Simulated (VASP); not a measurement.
Set up this calculation in VASP 6.6.1, as the native input.

* Task: single point
* Functional: PBEsol
* Potentials or basis: VASP PAW PBE potentials, release 64 (Nb_sv, C)
* Cutoff: 600 eV
* k mesh: 13 × 13 × 13
* Occupations: methfessel-paxton, width 0.1 eV
* Spin: no spin polarisation
* Dipole correction: no
* Further INCAR settings: ALGO = Normal; EDIFF = 1e-06; NBANDS = 16

The structure of NbC (Niobocarbide) lies in POSCAR:

```
NbC
1.0
    0.0000000000      2.1667946330      2.1667946330
    2.1667946330      0.0000000000      2.1667946330
    2.1667946330      2.1667946330      0.0000000000
Nb C
1 1
Direct
    0.0000000000      0.0000000000      0.0000000000
    0.5000000000      0.5000000000      0.5000000000
```

The input as run:

INCAR

```
SYSTEM = NbC
ALGO     = Normal         ! electronic algorithm
EDIFF    = 1E-6           ! SCF threshold, eV
ENCUT    = 600            ! plane-wave cutoff, eV
GGA      = PS             ! functional
GGA_COMPAT= .False.      
ISIF     = 2              ! what is computed and relaxed
ISMEAR   = 1              ! smearing method
LASPH    = .True.         ! aspherical terms in the spheres
LCHARG   = .False.        ! write CHGCAR
LREAL    = .False.        ! projectors in reciprocal space
LWAVE    = .False.        ! write WAVECAR
NBANDS   = 16             ! bands
NELM     = 120            ! most SCF steps
PREC     = Accurate       ! precision mode
SIGMA    = 0.1            ! smearing width, eV
```

KPOINTS

```
k-points
0
Gamma
  13 13 13
  0 0 0
```

Potentials or basis: VASP PAW PBE potentials, release 64 (Nb_sv, C).

Run with:

```console
$ cat potpaw_PBE.64/Nb_sv/POTCAR potpaw_PBE.64/C/POTCAR > POTCAR
$ mpirun -np 1 vasp_std > vasp.out
```

Results of the run:

- Pressure: 29.3 GPa

Caveat: the PAW data sets were made with another functional, which shifts forces and pressure a little.

It took 8.8 s on 1 thread of Intel(R) Xeon(R) 6975P-C (Granite Rapids) (shared host), peak memory 0.16 GiB.
